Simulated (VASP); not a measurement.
Input of a VASP 6.6.1 run:

INCAR

```
SYSTEM = Hf
  PREC = Accurate
  ENCUT = 520
  EDIFF = 1E-6
  ISMEAR = 0
  SIGMA = 0.1
  LREAL = .False.
  LASPH = .True.
  NELM = 80
  ALGO = Normal
  ISIF = 2
  LWAVE = .False.
  LCHARG = .False.
  GGA = PE
  NBANDS = 17
```

KPOINTS

```
Automatic mesh
0
Gamma
  14 14 14
  0 0 0
```

The input POSCAR:

```
Hf
1.0
    0.0000000000      3.2731566353      3.2731566353
    3.2731566353      0.0000000000      3.2731566353
    3.2731566353      3.2731566353      0.0000000000
Hf
2
Direct
    0.0000000000      0.0000000000      0.0000000000
    0.2500000000      0.2500000000      0.2500000000
```

Potentials or basis: VASP PAW PBE potentials, release 64 (Hf_pv).

Run with:

```sh
$ cat potpaw_PBE.64/Hf_pv/POTCAR > POTCAR
$ mpirun -np 1 vasp_std > vasp.out
```

**Question.** What does it give for the band gap on the k mesh?

**Answer.** Zero (band 10 reaches 1.89 eV, above the bottom of band 11 at 1.26 eV).

**Question.** Predict the pressure.

**Answer.** -0.2 GPa.

Caveat: spin-orbit coupling is left out, which moves the levels of the heavy elements.
